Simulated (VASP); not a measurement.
A run of VASP 6.6.1:

POSCAR

```
GaN
1.0
    3.1800000000      0.0000000000      0.0000000000
   -1.5900000000      2.7539607840      0.0000000000
    0.0000000000      0.0000000000      5.1660000000
Ga N
2 2
Direct
    0.6666666667      0.3333333333      0.5000000000
    0.3333333333      0.6666666667      0.0000000000
    0.6666666667      0.3333333333      0.8750000000
    0.3333333333      0.6666666667      0.3750000000
```

Contents of INCAR.step1:

```
SYSTEM = GaN
ALGO     = Normal         ! electronic algorithm
EDIFF    = 1E-5           ! SCF threshold, eV
ENCUT    = 520            ! plane-wave cutoff, eV
GGA      = PE             ! functional
ISIF     = 2              ! what is computed and relaxed
ISMEAR   = -1             ! smearing method
LASPH    = .TRUE.         ! aspherical terms in the spheres
LCHARG   = .FALSE.        ! write CHGCAR
LREAL    = .FALSE.        ! projectors in reciprocal space
LUSENCCL = .FALSE.      
LWAVE    = .TRUE.         ! write WAVECAR
NBANDS   = 26             ! bands
NELM     = 60             ! most SCF steps
PREC     = Accurate       ! precision mode
SIGMA    = 0.05           ! smearing width, eV
```

The input INCAR.step2:

```
SYSTEM = GaN
AEXX     = 1.0            ! exact-exchange fraction
AGGAC    = 0.0          
ALDAC    = 0.0          
ALGO     = Normal         ! electronic algorithm
EDIFF    = 1E-6           ! SCF threshold, eV
ENCUT    = 520            ! plane-wave cutoff, eV
GGA      = PE             ! functional
ISIF     = 2              ! what is computed and relaxed
ISMEAR   = -1             ! smearing method
ISTART   = 1            
LASPH    = .TRUE.         ! aspherical terms in the spheres
LCHARG   = .FALSE.        ! write CHGCAR
LHFCALC  = .TRUE.         ! exact exchange
LREAL    = .FALSE.        ! projectors in reciprocal space
LUSENCCL = .FALSE.      
LWAVE    = .FALSE.        ! write WAVECAR
NBANDS   = 26             ! bands
NELM     = 60             ! most SCF steps
PREC     = Accurate       ! precision mode
PRECFOCK = Normal       
SIGMA    = 0.05           ! smearing width, eV
```

Contents of KPOINTS:

```
k-points
0
G
  5 5 3
  0 0 0
```

Potentials or basis: VASP PAW PBE potentials, release 64 (Ga_d, N).

Launch:

```bash
$ cat potpaw_PBE.64/Ga_d/POTCAR potpaw_PBE.64/N/POTCAR > POTCAR
$ cp INCAR.step1 INCAR
$ mpirun -np 1 vasp_std > vasp.out
$ cp INCAR.step2 INCAR
$ mpirun -np 1 vasp_std > vasp.out
```

Hardware: 1 × NVIDIA H100 80GB with 1 thread of AMD EPYC 7R13 Processor (Zen 3) (shared host).

Q: How long does it take, and how much memory?

A: Wall time 22 min on 1 × NVIDIA H100 80GB with 1 thread of AMD EPYC 7R13 Processor (Zen 3) (shared host), peak memory 1.2 GiB. Counts: k points 10.
